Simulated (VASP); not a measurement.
Set up this calculation in VASP 6.6.1, as the native input.

```yaml
Task: relaxation of cell and atoms
Functional: PBE
Potentials_or_basis: VASP PAW PBE potentials, release 64 (In_d, Sb, Te)
Cutoff: 600 eV
k_mesh: 6 × 6 × 2
Occupations: gaussian, width 0.1 eV
Spin: no spin polarisation
Dipole_correction: no
Further_INCAR_settings: ALGO = Normal; EDIFF = 1e-06; IBRION = 2; EDIFFG = -0.04; NSW = 90; ISIF = 3
```

The structure of In3SbTe2 lies in POSCAR:

```
In3SbTe2
1.0
    5.1635276400      0.0000000000      0.0000000000
   -2.5817638200      4.4717461100      0.0000000000
    0.0000000000      0.0000000000      8.2480167900
In Sb Te
3 1 2
Direct
    0.5000000000      0.0000000000      0.5000000000
    0.0000000000      0.5000000000      0.5000000000
    0.5000000000      0.5000000000      0.5000000000
    0.0000000000      0.0000000000      0.5000000000
    0.3333333300      0.6666666700      0.0000000000
    0.6666666700      0.3333333300      0.0000000000
```

The cell was built from a structure type or drawn by symmetry, and may not be a known phase.

The input as run:

INCAR

```
PREC = Accurate
ENCUT = 600
EDIFF = 1E-6
ISMEAR = 0
SIGMA = 0.1
LREAL = False
LASPH = True
NELM = 60
ALGO = Normal
ISIF = 3
LWAVE = False
LCHARG = False
GGA = PE
IBRION = 2
NSW = 90
EDIFFG = -0.04
```

KPOINTS

```
Automatic mesh
0
Gamma
  6 6 2
```

Potentials or basis: VASP PAW PBE potentials, release 64 (In_d, Sb, Te).

Launch:

```console
$ cat potpaw_PBE.64/In_d/POTCAR potpaw_PBE.64/Sb/POTCAR potpaw_PBE.64/Te/POTCAR > POTCAR
$ mpirun -np 1 vasp_std > vasp.out
```

It gave:

```json
{"Relaxed volume": "33.18 Å³/atom", "Relaxed cell": "a = 7.076 Å, b = 7.076 Å, c = 4.592 Å, α = 90.00°, β = 90.00°, γ = 120.00°", "Space group after relaxing (to 0.1 Å)": "P6/mmm (No. 191)", "Pressure after relaxing": "0.0 GPa", "Band gap on the k mesh": "zero (bands 28 and 29 overlap by 1.47 eV)"}
```

Caveat: the k points lie up to 0.68 Å⁻¹ apart in the final cell, too coarse for converged energies and pressures of a metal; a cell axis changed by over 15 % at a fixed basis, so the end point is rough; spin-orbit coupling is left out, which moves the levels of the heavy elements.

It took 82 min on 1 thread of Intel Xeon 8259CL (shared host), peak memory 0.45 GiB.
